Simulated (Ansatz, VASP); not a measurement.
**Two plane-wave programs on Li6I2NCl**

Contents of INCAR:

```
SYSTEM = Li6I2NCl
ALGO     = Normal         ! electronic algorithm
EDIFF    = 1E-7           ! SCF threshold, eV
ENCUT    = 520            ! plane-wave cutoff, eV
GGA      = PE             ! functional
ISIF     = 2              ! what is computed and relaxed
ISMEAR   = -1             ! smearing method
LASPH    = .TRUE.         ! aspherical terms in the spheres
LCHARG   = .TRUE.         ! write CHGCAR
LELF     = .TRUE.         ! ELF
LREAL    = .FALSE.        ! projectors in reciprocal space
LVHAR    = .TRUE.       
LWAVE    = .FALSE.        ! write WAVECAR
NBANDS   = 33             ! bands
NELM     = 60             ! most SCF steps
PREC     = Accurate       ! precision mode
SIGMA    = 0.005          ! smearing width, eV
```

KPOINTS

```
k-points
0
G
  4 4 4
  0 0 0
```

The input POSCAR:

```
Li6I2NCl
1.0
    0.0000000000      4.5610290000      4.5610290000
    4.5610290000      0.0000000000      4.5610290000
    4.5610290000      4.5610290000      0.0000000000
Cl I N Li
1 2 1 6
Direct
    0.0000000000      0.0000000000      0.0000000000
    0.7500000000      0.7500000000      0.7500000000
    0.2500000000      0.2500000000      0.2500000000
    0.5000000000      0.5000000000      0.5000000000
    0.6834000000      0.3166000000      0.6834000000
    0.6834000000      0.3166000000      0.3166000000
    0.3166000000      0.6834000000      0.3166000000
    0.3166000000      0.6834000000      0.6834000000
    0.6834000000      0.6834000000      0.3166000000
    0.3166000000      0.3166000000      0.6834000000
```

Input for Ansatz:

```yaml
crystal:
  lattice:
    - [0.0, 4.561029, 4.561029]
    - [4.561029, 0.0, 4.561029]
    - [4.561029, 4.561029, 0.0]
  atoms:
    - { symbol: Cl, position: [0.0, 0.0, 0.0] }
    - { symbol: I, position: [0.75, 0.75, 0.75] }
    - { symbol: I, position: [0.25, 0.25, 0.25] }
    - { symbol: "N", position: [0.5, 0.5, 0.5] }
    - { symbol: Li, position: [0.6834, 0.3166, 0.6834] }
    - { symbol: Li, position: [0.6834, 0.3166, 0.3166] }
    - { symbol: Li, position: [0.3166, 0.6834, 0.3166] }
    - { symbol: Li, position: [0.3166, 0.6834, 0.6834] }
    - { symbol: Li, position: [0.6834, 0.6834, 0.3166] }
    - { symbol: Li, position: [0.3166, 0.3166, 0.6834] }
  symmetry: { tolerance: 0.0003 }
kpoints:
  mp_grid: { grid: [4, 4, 4], shift: [0, 0, 0] }
magnetization:
  spin_polarized: false
scf:
  occupations: { method: fermi_dirac, width: 0.005 }
  mixing: { preconditioner: none }
hamiltonian:
  pseudopotentials: { kind: paw }
  xc: pbe
basis:
  ecutwfc: 420
output:
  forces: true
  stress: true
  eigenvalues: true
  write_density: true
  write_potential: true
  elf: true
  volumetric_format: npy
```

Alike in both runs: task single point; functional PBE; k mesh 4 × 4 × 4; occupations fermi-dirac, width 0.005 eV; no spin polarisation.

|  | VASP | Ansatz |
| --- | --- | --- |
| version | VASP 6.6.1 | Ansatz 0.2.0 |
| potentials or method | VASP PAW PBE potentials, release 64 (Cl, I, N, Li_sv), cutoff 520 eV | PAW plane waves |
| valence electrons in the cell | 44 | 64 |

Ansatz gave:

* gap on the k mesh at the Fermi level (eV): 3.27
* rms of the force components (eV/Å): 1.419

Q: Estimate VASP's values.

A: gap on the k mesh at the Fermi level (eV): 3.28; rms of the force components (eV/Å): 1.483.

Atom by atom the forces differ by 0.064 eV/Å (rms over components). VASP's potentials hold 44 valence electrons a cell and Ansatz's 64, so a difference there can come from the potentials and not from the codes.

Neither program's run includes spin-orbit coupling. Noted on VASP's run: the cutoff is short for stress, so the pressure is rough.
